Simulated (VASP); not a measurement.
Input of a VASP 6.6.1 run:

INCAR

```
SYSTEM = Ta
PREC = Accurate ; ENCUT = 520
EDIFF = 1E-6 ; ISMEAR = 0
SIGMA = 0.15 ; LREAL = .FALSE.
LASPH = .TRUE. ; NELM = 100
ALGO = Fast ; ISIF = 2
LWAVE = .FALSE. ; LCHARG = .TRUE.
GGA = PS ; LELF = .TRUE.
LVHAR = .TRUE. ; NBANDS = 12
```

KPOINTS

```
Automatic mesh
0
G
  28 28 28
  0 0 0
```

POSCAR

```
Ta
1.0
   -1.8412220189      1.8412220189      1.3017439674
    1.8412220189     -1.8412220189      1.3017439674
    1.8412220189      1.8412220189     -1.3017439674
Ta
1
Direct
    0.0000000000      0.0000000000      0.0000000000
```

Potentials or basis: VASP PAW PBE potentials, release 64 (Ta_pv).

Command:

```sh
$ cat potpaw_PBE.64/Ta_pv/POTCAR > POTCAR
$ mpirun -np 1 vasp_std > vasp.out
```

(1) What does it give for the band gap on the k mesh?

(2) Estimate the pressure.

Results:

(1) zero (an odd number of electrons rules out a gap without spin polarisation).

(2) 8.7 GPa.

Caveat: the stress differs along the axes, from 1 to 24 GPa; the PAW data sets were made with another functional, which shifts forces and pressure a little; spin-orbit coupling is left out, which moves the levels of the heavy elements.
